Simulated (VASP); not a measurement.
Input of a VASP 6.6.1 run:

File POSCAR:

```
AlRu
1.0
    3.1411800000      0.0000000000      0.0000000000
    0.0000000000      3.1411800000      0.0000000000
    0.0000000000      0.0000000000      2.9916000000
Al Ru
1 1
Direct
    0.0000000000      0.0000000000      0.0000000000
    0.5000000000      0.5000000000      0.5000000000
```

The input INCAR.step1:

```
SYSTEM = AlRu
ALGO     = Normal         ! electronic algorithm
EDIFF    = 1E-4           ! SCF threshold, eV
ENCUT    = 520            ! plane-wave cutoff, eV
GGA      = PE             ! functional
ISMEAR   = 0              ! smearing method
LASPH    = .True.         ! aspherical terms in the spheres
LCHARG   = .False.        ! write CHGCAR
LREAL    = .False.        ! projectors in reciprocal space
LWAVE    = .True.         ! write WAVECAR
NBANDS   = 16             ! bands
NELM     = 100            ! most SCF steps
PREC     = Accurate       ! precision mode
SIGMA    = 0.15           ! smearing width, eV
```

The input INCAR.step2:

```
SYSTEM = AlRu
ALGO     = Normal         ! electronic algorithm
EDIFF    = 1E-7           ! SCF threshold, eV
ENCUT    = 520            ! plane-wave cutoff, eV
ISIF     = 2              ! what is computed and relaxed
ISMEAR   = 0              ! smearing method
ISTART   = 1            
LASPH    = .True.         ! aspherical terms in the spheres
LCHARG   = .False.        ! write CHGCAR
LMIXTAU  = .True.       
LREAL    = .False.        ! projectors in reciprocal space
LWAVE    = .False.        ! write WAVECAR
METAGGA  = R2SCAN         ! meta-GGA
NBANDS   = 16             ! bands
NELM     = 100            ! most SCF steps
PREC     = Accurate       ! precision mode
SIGMA    = 0.15           ! smearing width, eV
```

KPOINTS

```
k-points
0
Gamma
  16 16 16
  0 0 0
```

Potentials or basis: VASP PAW PBE potentials, release 64 (Al, Ru_pv).

The run is started by

```sh
$ cat potpaw_PBE.64/Al/POTCAR potpaw_PBE.64/Ru_pv/POTCAR > POTCAR
$ cp INCAR.step1 INCAR
$ mpirun -np 1 vasp_std > vasp.out
$ cp INCAR.step2 INCAR
$ mpirun -np 1 vasp_std > vasp.out
```

Task: What does it give for the band gap on the k mesh?

Result: Zero (an odd number of electrons rules out a gap without spin polarisation).

Task: Estimate the pressure.

Result: -18.4 GPa.

Stress tensor (GPa, compression positive):
```
-20.80   0.00   0.00
  0.00 -20.80   0.00
  0.00   0.00 -13.67
```

Caveat: the cell differs from its parent crystal (strain +0.050 along x and y, +0.000 along z); the stress differs along the axes, from -21 to -14 GPa; the PAW data sets were made with another functional, which shifts forces and pressure a little.
